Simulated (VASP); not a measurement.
Eu:

```
CELL_PARAMETERS angstrom
-2.22747 2.22747 2.22747
2.22747 -2.22747 2.22747
2.22747 2.22747 -2.22747
ATOMIC_POSITIONS crystal
Eu 0.00000 0.00000 0.00000
```

Base run:

```yaml
Program: VASP 6.6.1
Functional: r2SCAN
Potentials_or_basis: VASP PAW PBE potentials, release 64 (Eu)
Cutoff: 520 eV
k_mesh: 10 × 10 × 10
Occupations: gaussian, width 0.6 eV
Spin: collinear spin, ferromagnetic start
Starting_moments: "[7.31] μB"
```

Its results: pressure -0.4 GPa; net moment 7.78 μB per cell; site moments Eu +6.68 μB.

Question: The run is repeated on the same cell with these changes: occupations from gaussian, width 0.6 eV to gaussian, width 1 eV. What comes out?

Answer: Pressure -0.5 GPa; net moment 7.64 μB per cell; site moments Eu +6.62 μB.

Caveats: so wide a smearing shifts energies and pressures; the PAW data sets were made with another functional, which shifts forces and pressure a little.
